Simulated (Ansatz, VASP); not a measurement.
# In in VASP and in Ansatz

The input INCAR:

```
PREC = Accurate ; ENCUT = 520
EDIFF = 1E-7 ; ISMEAR = 0
SIGMA = 0.15 ; LREAL = F
LASPH = T ; NELM = 80
ALGO = Fast ; ISIF = 2
LWAVE = F ; LCHARG = F
GGA = PE ; NBANDS = 12
```

KPOINTS

```
regular mesh
0
Gamma
  18 18 18
```

POSCAR

```
In
1.0
   -1.7177366470      1.7177366470      2.5038039644
    1.7177366470     -1.7177366470      2.5038039644
    1.6724772910      1.6724772910     -2.5038039644
In
1
Direct
    0.0000000000      0.0000000000      0.0000000000
```

Input for Ansatz:

```yaml
crystal:
  lattice:
    - [-1.717736647, 1.717736647, 2.5038039644]
    - [1.717736647, -1.717736647, 2.5038039644]
    - [1.672477291, 1.672477291, -2.5038039644]
  atoms:
    - { symbol: In, position: [0.0, 0.0, 0.0] }
basis:
  ecutwfc: 420
kpoints:
  mp_grid: { grid: [18, 18, 18] }
hamiltonian:
  xc: pbe
scf:
  occupations: { method: gaussian, width: 0.15 }
output:
  forces: true
  stress: true
  eigenvalues: true
```

Change from the starting cell: engineering shear strain xy -0.0267, normal strain along z +0.0467.

Alike in both runs: task single point; functional PBE; k mesh 18 × 18 × 18; occupations gaussian, width 0.15 eV; no spin polarisation.

|  | VASP | Ansatz |
| --- | --- | --- |
| version | VASP 6.6.1 | Ansatz 0.2.0 |
| potentials or method | VASP PAW PBE potentials, release 64 (In_d), cutoff 520 eV | scalar-relativistic, plane waves, PAW |
| valence electrons in the cell | 13 | 13 |

VASP gave:

```
gap on the k mesh at the Fermi level (eV)                     : none
pressure (GPa)                                                : -1.5
traceless stress, the component that is largest in VASP (GPa) : 0.10
```

Which values does Ansatz return?

gap on the k mesh at the Fermi level (eV): none; pressure (GPa): -1.4; traceless stress, the component that is largest in VASP (GPa): 0.10.

A gap of «none» marks a metal or a gap that the smearing closes.
